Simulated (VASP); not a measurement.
Wanted: the native input for a VASP 6.6.1 run.

- Task: single point
- Functional: LDA
- Potentials or basis: VASP PAW LDA potentials, release 64 (C)
- Cutoff: 520 eV
- k mesh: 12 × 12 × 12
- Occupations: gaussian, width 0.02 eV
- Spin: no spin polarisation
- Dipole correction: no
- Further INCAR settings: ALGO = Normal; EDIFF = 1e-06; NBANDS = 11

The structure of C lies in POSCAR:

```
C
1.0
    1.2198815913      0.7042989651      3.1210591254
   -1.2198815913      0.7042989651      3.1210591254
    0.0000000000     -1.4085979303      3.1210591254
C
2
Direct
    0.8334917565      0.8334917565      0.8334917565
    0.1665082435      0.1665082435      0.1665082435
```

One way to write it, as run:

INCAR

```
ALGO = Normal
EDIFF = 1E-6
ENCUT = 520
GGA = CA
ISIF = 2
ISMEAR = 0
LASPH = T
LCHARG = T
LELF = T
LREAL = F
LVHAR = T
LWAVE = F
NBANDS = 11
NELM = 100
PREC = Accurate
SIGMA = 0.02
```

KPOINTS

```
k-points
0
Gamma
  12 12 12
```

Potentials or basis: VASP PAW LDA potentials, release 64 (C).

Run with:

```bash
$ cat potpaw_LDA.64/C/POTCAR > POTCAR
$ mpirun -np 1 vasp_std > vasp.out
```

Results of the run:

```json
{
  "Pressure": "3.7 GPa"
}
```

Caveat: the cell stands under pressure.

Wall time 47 s on 1 thread of Intel Xeon 8259CL, with other jobs on the host, peak memory 0.15 GiB.
